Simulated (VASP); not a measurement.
A run of VASP 6.6.1 is set up as follows.

INCAR

```
PREC = Accurate
ENCUT = 520
EDIFF = 1E-7
ISMEAR = 0
SIGMA = 0.1
LREAL = False
LASPH = True
NELM = 60
ALGO = Normal
ISIF = 2
LWAVE = False
LCHARG = False
GGA = PS
NBANDS = 17
```

KPOINTS

```
regular mesh
0
Gamma
  18 18 18
```

File POSCAR:

```
TiSi2
1.0
   -1.4670367768      1.6943352539      4.1674685307
    1.4670367768     -1.6943352539      4.1674685307
    1.4670367768      1.6943352539     -4.1674685307
Ti Si
1 2
Direct
    0.0000000000      0.0000000000      0.0000000000
    0.3303789149      0.3303789149      0.0000000000
    0.6696210851      0.6696210851      0.0000000000
```

Potentials or basis: VASP PAW PBE potentials, release 64 (Ti_sv, Si).

Launch:

```bash
$ cat potpaw_PBE.64/Ti_sv/POTCAR potpaw_PBE.64/Si/POTCAR > POTCAR
$ mpirun -np 1 vasp_std > vasp.out
```

What does it give for the largest force?

0.003 eV/Å.

Predict the band gap on the k mesh.

zero (bands 10 and 11 overlap by 2.45 eV).

Predict the pressure.

0.1 GPa.

Forces in eV/Å, atoms in the order of the input:
```
Ti   0.000  0.000  0.000
Si   0.000  0.000 -0.003
Si   0.000  0.000  0.003
```

Caveat: the PAW data sets were made with another functional, which shifts forces and pressure a little.
